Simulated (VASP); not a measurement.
Set up this calculation in VASP 6.6.1, as the native input.

| Item | Value |
| --- | --- |
| Task | single point |
| Functional | PBE |
| Potentials or basis | VASP PAW PBE potentials, release 64 (Si, C) |
| Cutoff | 520 eV |
| k mesh | 12 × 12 × 2 |
| Occupations | gaussian, width 0.02 eV |
| Spin | no spin polarisation |
| Dipole correction | no |
| Further INCAR settings | ALGO = Normal; EDIFF = 1e-06; NBANDS = 36 |

The structure of SiC lies in POSCAR:

```
SiC
1.0
    3.0320537894      0.0000000000      0.0000000000
   -1.5160268947      2.6258356073      0.0000000000
    0.0000000000      0.0000000000     14.8741033255
Si C
6 6
Direct
    0.0000000000      0.0000000000      0.1250249637
    0.0000000000      0.0000000000      0.6250249637
    0.3333333333      0.6666666667      0.2918266653
    0.6666666667      0.3333333333      0.7918266653
    0.3333333333      0.6666666667      0.9583302103
    0.6666666667      0.3333333333      0.4583302103
    0.0000000000      0.0000000000     -0.0003144234
    0.0000000000      0.0000000000      0.4996855766
    0.3333333333      0.6666666667      0.1668154381
    0.6666666667      0.3333333333      0.6668154381
    0.3333333333      0.6666666667      0.8333171459
    0.6666666667      0.3333333333      0.3333171459
```

These files were run (other wordings do the same):

INCAR

```
SYSTEM = SiC
PREC     = Accurate       ! precision mode
ENCUT    = 520            ! plane-wave cutoff, eV
EDIFF    = 1E-6           ! SCF threshold, eV
ISMEAR   = 0              ! smearing method
SIGMA    = 0.02           ! smearing width, eV
LREAL    = .False.        ! projectors in reciprocal space
LASPH    = .True.         ! aspherical terms in the spheres
NELM     = 60             ! most SCF steps
ALGO     = Normal         ! electronic algorithm
ISIF     = 2              ! what is computed and relaxed
LWAVE    = .False.        ! write WAVECAR
LCHARG   = .True.         ! write CHGCAR
GGA      = PE             ! functional
LELF     = .True.         ! ELF
LVHAR    = .True.       
NBANDS   = 36             ! bands
```

KPOINTS

```
Automatic mesh
0
Gamma
  12 12 2
  0 0 0
```

Potentials or basis: VASP PAW PBE potentials, release 64 (Si, C).

Launch:

```console
$ cat potpaw_PBE.64/Si/POTCAR potpaw_PBE.64/C/POTCAR > POTCAR
$ mpirun -np 1 vasp_std > vasp.out
```

It gave:

```yaml
Pressure: 14.8 GPa
Largest_force: 0.008 eV/Å
Band_gap_on_the_k_mesh: 2.01 eV (least direct gap 3.12 eV)
```

Caveat: the cell stands under pressure.

Run time: 67 s on 1 thread of Intel(R) Xeon(R) 6975P-C (Granite Rapids), with other jobs on the host, peak memory 0.29 GiB.
